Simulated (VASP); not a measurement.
K2S, 3 atoms in the cell. It takes space group Fm-3m (No. 225, cubic). Conventional cell: a = 6.402 Å, b = 6.402 Å, c = 6.402 Å, α = 90.00°, β = 90.00°, γ = 90.00°. Within 3.7 Å of K (site symmetry -43m) lie 4 S at 2.77 Å and 6 K at 3.20 Å. Within 3.7 Å of S (site symmetry m-3m) lie 8 K at 2.77 Å. 

| Quantity | Value |
| --- | --- |
| Program | VASP 6.6.1 |
| Task | single point |
| Functional | PBEsol |
| Potentials or basis | VASP PAW PBE potentials, release 64 (K_sv, S) |
| Cutoff | 500 eV |
| k mesh | 7 × 7 × 7 |
| Occupations | fermi-dirac, width 0.03 eV |
| Spin | no spin polarisation |
| Dipole correction | no |
| Further INCAR settings | ALGO = Normal; EDIFF = 1e-06; NBANDS = 19 |

Potentials or basis: VASP PAW PBE potentials, release 64 (K_sv, S).

Run with:

```console
$ cat potpaw_PBE.64/K_sv/POTCAR potpaw_PBE.64/S/POTCAR > POTCAR
$ mpirun -np 1 vasp_std > vasp.out
```

Hardware: 1 thread of Intel Xeon 8259CL, on a shared host.

Problem. Estimate the wall time of this run.

Solution. Wall time 43 s on 1 thread of Intel Xeon 8259CL, on a shared host, peak memory 0.21 GiB. Counts: scf iterations 14, k points 20.
